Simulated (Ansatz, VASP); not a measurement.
## BeSi: VASP beside Ansatz

File INCAR:

```
PREC     = Accurate       # precision mode
ENCUT    = 520            # plane-wave cutoff, eV
EDIFF    = 1E-8           # SCF threshold, eV
ISMEAR   = -1             # smearing method
SIGMA    = 0.05           # smearing width, eV
LREAL    = False          # projectors in reciprocal space
LASPH    = True           # aspherical terms in the spheres
NELM     = 60             # most SCF steps
ALGO     = Normal         # electronic algorithm
ISIF     = 2              # what is computed and relaxed
LWAVE    = False          # write WAVECAR
LCHARG   = False          # write CHGCAR
GGA      = PE             # functional
LEFG     = True         
NBANDS   = 10             # bands
```

File KPOINTS:

```
Automatic mesh
0
Gamma
  14 14 11
```

The input POSCAR:

```
BeSi
1.0
    2.5181832343      0.0000000000      0.0000000000
    0.0000000000      2.5181832343      0.0000000000
    0.0000000000      0.0000000000      3.5222731301
Be Si
1 1
Direct
    0.0000000000      0.0000000000      0.0000000000
    0.5000000000      0.5000000000      0.5000000000
```

Input for Ansatz:

```yaml
crystal:
  lattice:
    - [2.5181832343, 0.0, 0.0]
    - [0.0, 2.5181832343, 0.0]
    - [0.0, 0.0, 3.5222731301]
  atoms:
    - { symbol: Be, position: [0.0, 0.0, 0.0] }
    - { symbol: Si, position: [0.5, 0.5, 0.5] }
kpoints:
  mp_grid: { grid: [14, 14, 11] }
scf:
  occupations: { method: fermi_dirac, width: 0.05 }
hamiltonian:
  xc: pbe
  pseudopotentials: { kind: paw }
output:
  forces: true
  stress: true
  eigenvalues: true
  efg: { contact_densities: true }
```

Change from the starting cell: z stretched by +3 % at fixed volume, PAW files.

Alike in both runs: task electric field gradients; functional PBE; k mesh 14 × 14 × 11; occupations fermi-dirac, width 0.05 eV; no spin polarisation.

|  | VASP | Ansatz |
| --- | --- | --- |
| version | VASP 6.6.1 | Ansatz 0.2.0 |
| potentials or method | VASP PAW PBE potentials, release 64 (Be, Si) | PAW with Ansatz's default frozen-core files, scalar-relativistic |
| plane-wave cutoff (eV) | 520 | 420 |
| valence electrons in the cell | 6 | 6 |

```tsv
	VASP	Ansatz	Ansatz less VASP
pressure (GPa)	-0.5	-0.5	+0.03
traceless stress, the component that is largest in VASP (GPa)	-3.90	-3.93	-0.030
size of Vzz on the site where it differs most (V/Å²)	2.7	3.3	+0.60
```

The functional is the same, so the differences come from potentials, cutoffs and numerics.
